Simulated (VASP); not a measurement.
Input of a VASP 6.6.1 run:

Contents of INCAR:

```
  ALGO = Normal
  EDIFF = 1E-6
  ENCUT = 520
  ISIF = 2
  ISMEAR = 0
  LASPH = T
  LCHARG = F
  LREAL = F
  LWAVE = F
  NBANDS = 45
  NELM = 80
  PREC = Accurate
  SIGMA = 0.1
```

KPOINTS

```
k-points
0
Gamma
  6 6 6
```

POSCAR

```
LiNbO3
1.0
    2.5336727254      1.4628166300      4.5679528310
   -2.5336727254      1.4628166300      4.5679528310
    0.0000000000     -2.9256332601      4.5679528310
Li Nb O
2 2 6
Direct
    0.7051140841      0.7051140841      0.7051140841
    0.2051140841      0.2051140841      0.2051140841
    0.9889349626      0.9889349626      0.9889349626
    0.4889349626      0.4889349626      0.4889349626
    0.8814487732      0.2698761308      0.6210748394
    0.6210748394      0.8814487732      0.2698761308
    0.2698761308      0.6210748394      0.8814487732
    0.7698761308      0.3814487732      0.1210748394
    0.3814487732      0.1210748394      0.7698761308
    0.1210748394      0.7698761308      0.3814487732
```

Potentials or basis: VASP PAW LDA potentials, release 64 (Li_sv, Nb_sv, O).

Launch:

```bash
$ cat potpaw_LDA.64/Li_sv/POTCAR potpaw_LDA.64/Nb_sv/POTCAR potpaw_LDA.64/O/POTCAR > POTCAR
$ mpirun -np 1 vasp_std > vasp.out
```

Question: Estimate the band gap on the k mesh.

Answer: 3.52 eV (least direct gap 3.55 eV).

Question: What does it give for the largest force?

Answer: 0.109 eV/Å.

Forces in eV/Å, atoms in the order of the input:
```
Li   0.000  0.000  0.007
Li   0.000  0.000  0.007
Nb   0.000  0.000  0.109
Nb   0.000  0.000  0.109
O   -0.029  0.026 -0.039
O   -0.008 -0.038 -0.039
O    0.037  0.012 -0.039
O    0.029  0.026 -0.039
O    0.008 -0.038 -0.039
O   -0.037  0.012 -0.039
```

 A k mesh can miss the band edges.
